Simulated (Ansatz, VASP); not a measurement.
## Two plane-wave programs on Se

The input POSCAR:

```
Se
1.0
    0.0000000000      2.2266387479      2.2266387479
    2.2266387479      0.0000000000      2.2266387479
    2.2266387479      2.2266387479      0.0000000000
Se
1
Direct
    0.0000000000      0.0000000000      0.0000000000
```

Contents of INCAR.step1:

```
SYSTEM = Se
  PREC = Accurate
  ENCUT = 520
  ISMEAR = -1
  SIGMA = 0.1
  LREAL = .FALSE.
  LASPH = .TRUE.
  NELM = 100
  NBANDS = 9
  GGA = PE
  ALGO = Normal
  EDIFF = 1E-4
  LWAVE = .TRUE.
  LCHARG = .FALSE.
```

The input INCAR.step2:

```
SYSTEM = Se
  PREC = Accurate
  ENCUT = 520
  EDIFF = 1E-6
  ISMEAR = -1
  SIGMA = 0.1
  LREAL = .FALSE.
  LASPH = .TRUE.
  NELM = 100
  ALGO = Normal
  ISIF = 2
  LWAVE = .FALSE.
  LCHARG = .FALSE.
  METAGGA = R2SCAN
  LMIXTAU = .TRUE.
  NBANDS = 9
  ISTART = 1
```

The input KPOINTS:

```
regular mesh
0
G
  14 14 14
  0 0 0
```

Input for Ansatz:

```yaml
crystal:
  lattice:
    - [0.0, 2.2266387479, 2.2266387479]
    - [2.2266387479, 0.0, 2.2266387479]
    - [2.2266387479, 2.2266387479, 0.0]
  atoms:
    - { symbol: Se, position: [0.0, 0.0, 0.0] }
hamiltonian:
  xc: r2scan
  pseudopotentials:
    kind: paw
    azcp:
      Se: "pseudopotentials/Se.paw.azcp"
basis:
  ecutwfc: 500
  fft_grid_basis: typed
kpoints:
  mp_grid: { grid: [14, 14, 14], shift: [0, 0, 0] }
magnetization:
  spin_polarized: false
scf:
  occupations: { method: fermi_dirac, width: 0.1 }
  lower_state_search: "off"
output:
  stress: true
  write_density: true
  write_potential: true
  elf: true
  volumetric_format: npy
```

Alike in both runs: task single point; functional r2SCAN; k mesh 14 × 14 × 14; occupations fermi-dirac, width 0.1 eV; no spin polarisation.

```csv
,VASP,Ansatz
version,VASP 6.6.1,Ansatz 0.2.0
potentials or method,"VASP PAW PBE potentials, release 64 (Se), cutoff 520 eV","plane waves (500 eV) with PAW, scalar-relativistic"
valence electrons in the cell,6,16
```

```tsv
	VASP	Ansatz	Ansatz less VASP
pressure (GPa)	-4.7	-4.6	+0.08
```

VASP's potentials were made for PBE, not for r2SCAN. With one functional, cell and mesh, what is left measures potentials, basis and numerics. VASP's potentials hold 6 valence electrons a cell and Ansatz's 16, so a difference there can come from the potentials and not from the codes.
